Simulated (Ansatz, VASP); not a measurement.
# Li2O in VASP and in Ansatz

```
Li O
1.0
     0.00000    2.28993    2.27849
     2.28993    0.00000    2.27849
     2.28993    2.28993    0.00000
Li O
2 1
Direct
  0.25000 0.25000 0.25000
  0.75000 0.75000 0.75000
  0.00000 0.00000 0.00000
```

Change from the starting cell: z stretched by -0.5 %, x and y held.

Alike in both runs: task single point; functional PBEsol; k mesh 8 × 8 × 8; no spin polarisation.

```csv
,VASP,Ansatz
version,VASP 6.6.1,Ansatz 0.2.0
potentials or method,"VASP PAW PBE potentials, release 64 (Li_sv, O), cutoff 750 eV","all-electron LAPW, scalar-relativistic"
occupations,"gaussian, width 0.01 eV",fixed
```

VASP gave:

```
gap on the k mesh at the Fermi level (eV)                     : 4.86
pressure (GPa)                                                : 0.5
traceless stress, the component that is largest in VASP (GPa) : 0.63
```

Q: Which values does Ansatz return?

A: gap on the k mesh at the Fermi level (eV): 4.87; pressure (GPa): 0.3; traceless stress, the component that is largest in VASP (GPa): 0.63.

VASP's potentials were made for PBE, not for PBEsol. Ansatz ran all-electron here, and VASP with PAW potentials.
